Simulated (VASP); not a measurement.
Input of a VASP 6.6.1 run:

Contents of INCAR:

```
SYSTEM = CoO
ALGO = Normal ; EDIFF = 1E-6
ENCUT = 520 ; GGA = PE
ISIF = 2 ; ISMEAR = 0
ISPIN = 2 ; LASPH = .TRUE.
LCHARG = .TRUE. ; LELF = .TRUE.
LMAXMIX = 4 ; LORBIT = 11
LREAL = .FALSE. ; LVHAR = .TRUE.
LWAVE = .FALSE. ; MAGMOM = 3 -3 0 0
NBANDS = 27 ; NELM = 150
PREC = Accurate ; SIGMA = 0.05
```

File KPOINTS:

```
k-points
0
G
  12 12 8
  0 0 0
```

Contents of POSCAR:

```
CoO
1.0
    2.9131911159      0.0000000000      0.0000000000
   -1.4565955580      2.5228975125      0.0000000000
    0.0000000000      0.0000000000      5.1866564263
Co O
2 2
Direct
    0.0000000000      0.0000000000      0.0000000000
    0.0000000000      0.0000000000      0.5000000000
    0.3333333333      0.6666666667      0.2500000000
    0.6666666667      0.3333333333      0.7500000000
```

Potentials or basis: VASP PAW PBE potentials, release 64 (Co, O).

Run with:

```bash
$ cat potpaw_PBE.64/Co/POTCAR potpaw_PBE.64/O/POTCAR > POTCAR
$ mpirun -np 1 vasp_std > vasp.out
```

(1) Estimate the net moment.

(2) Predict the pressure.

(3) Estimate the band gap on the k mesh.

Answers

(1) 0.00 μB per cell.

(2) -3.7 GPa.

(3) zero (filled and empty bands overlap).

Caveat: the cell stands under tension; semilocal functionals often make such compounds metallic where correlation or magnetic order opens a gap, which also shifts bond lengths.
